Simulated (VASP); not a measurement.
A run of VASP 6.6.1:

Contents of POSCAR:

```
MoS2
1.0
    3.1841260822      0.0000000000      0.0000000000
   -1.5920630411      2.7575340760      0.0000000000
    0.0000000000      0.0000000000     17.3345999500
Mo S
1 2
Direct
    0.0000000000      0.0000000000      0.0000000000
    0.3333333333      0.6666666667      0.9105070200
    0.3333333333      0.6666666667      0.0894929800
```

Contents of INCAR.step1:

```
SYSTEM = MoS2
ALGO     = Normal         ! electronic algorithm
EDIFF    = 1E-5           ! SCF threshold, eV
ENCUT    = 520            ! plane-wave cutoff, eV
GGA      = PE             ! functional
ISIF     = 2              ! what is computed and relaxed
ISMEAR   = -1             ! smearing method
LASPH    = .TRUE.         ! aspherical terms in the spheres
LCHARG   = .FALSE.        ! write CHGCAR
LREAL    = .FALSE.        ! projectors in reciprocal space
LWAVE    = .TRUE.         ! write WAVECAR
NBANDS   = 20             ! bands
NELM     = 100            ! most SCF steps
PREC     = Accurate       ! precision mode
SIGMA    = 0.05           ! smearing width, eV
```

File INCAR.step2:

```
SYSTEM = MoS2
AEXX     = 0.5            ! exact-exchange fraction
ALGO     = Normal         ! electronic algorithm
EDIFF    = 1E-7           ! SCF threshold, eV
ENCUT    = 520            ! plane-wave cutoff, eV
ISIF     = 2              ! what is computed and relaxed
ISMEAR   = -1             ! smearing method
ISTART   = 1            
LASPH    = .TRUE.         ! aspherical terms in the spheres
LCHARG   = .FALSE.        ! write CHGCAR
LHFCALC  = .TRUE.         ! exact exchange
LMIXTAU  = .TRUE.       
LREAL    = .FALSE.        ! projectors in reciprocal space
LWAVE    = .FALSE.        ! write WAVECAR
METAGGA  = R2SCAN         ! meta-GGA
NBANDS   = 20             ! bands
NELM     = 100            ! most SCF steps
PREC     = Accurate       ! precision mode
PRECFOCK = Normal       
SIGMA    = 0.05           ! smearing width, eV
```

File KPOINTS:

```
k-points
0
G
  5 5 1
  0 0 0
```

Potentials or basis: VASP PAW PBE potentials, release 64 (Mo_sv, S).

Launch:

```console
$ cat potpaw_PBE.64/Mo_sv/POTCAR potpaw_PBE.64/S/POTCAR > POTCAR
$ cp INCAR.step1 INCAR
$ mpirun -np 1 vasp_std > vasp.out
$ cp INCAR.step2 INCAR
$ mpirun -np 1 vasp_std > vasp.out
```

Hardware: 1 thread of Intel(R) Xeon(R) Platinum 8488C (Sapphire Rapids), on a shared host.

Task: Estimate the wall time of this run.

Result: Wall time 27 min on 1 thread of Intel(R) Xeon(R) Platinum 8488C (Sapphire Rapids), with other jobs on the host, peak memory 0.31 GiB. Counts: k points 5.
